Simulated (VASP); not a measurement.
Wanted: the native input for a VASP 6.6.1 run.

* Task: relaxation of cell and atoms
* Functional: PBEsol
* Potentials or basis: VASP PAW PBE potentials, release 64 (Mo_sv)
* Cutoff: 600 eV
* k mesh: 6 × 6 × 2
* Occupations: gaussian, width 0.1 eV
* Spin: no spin polarisation
* Dipole correction: no
* Further INCAR settings: ALGO = Normal; EDIFF = 1e-06; IBRION = 2; EDIFFG = -0.04; NSW = 90; ISIF = 3

The structure of Mo lies in POSCAR:

```
Mo
1.0
    3.0741308070      0.0000000000      0.0000000000
   -1.5370654035      2.6622753734      0.0000000000
    0.0000000000      0.0000000000      8.3726326858
Mo
4
Direct
    0.0000000000      0.0000000000      0.2500000000
    0.0000000000      0.0000000000      0.7500000000
    0.3333333333      0.6666666667      0.7500000000
    0.6666666667      0.3333333333      0.2500000000
```

This isn't the form of Mo at room conditions, which is bcc.

These files were run (other wordings do the same):

INCAR

```
PREC = Accurate
ENCUT = 600
EDIFF = 1E-6
ISMEAR = 0
SIGMA = 0.1
LREAL = F
LASPH = T
NELM = 80
ALGO = Normal
ISIF = 3
LWAVE = F
LCHARG = F
GGA = PS
IBRION = 2
NSW = 90
EDIFFG = -0.04
```

KPOINTS

```
Automatic mesh
0
Gamma
  6 6 2
```

Potentials or basis: VASP PAW PBE potentials, release 64 (Mo_sv).

The run is started by

```sh
$ cat potpaw_PBE.64/Mo_sv/POTCAR > POTCAR
$ mpirun -np 1 vasp_std > vasp.out
```

Results of the run:

* Relaxed volume: 18.76 Å³/atom
* Relaxed cell: a = 4.189 Å, b = 4.189 Å, c = 4.938 Å, α = 90.00°, β = 90.00°, γ = 120.00°
* Space group after relaxing (to 0.1 Å): P6_3/mmc (No. 194)
* Pressure after relaxing: 0.1 GPa
* Band gap on the k mesh: zero (filled and empty bands overlap)

Caveat: the k points lie up to 0.64 Å⁻¹ apart in the final cell; a cell axis changed by over 15 % at a fixed basis, so the end point is rough; the PAW data sets were made with another functional, which shifts forces and pressure a little.

Wall time 20 min on 1 thread of Intel Xeon 8259CL (shared host), peak memory 0.25 GiB.
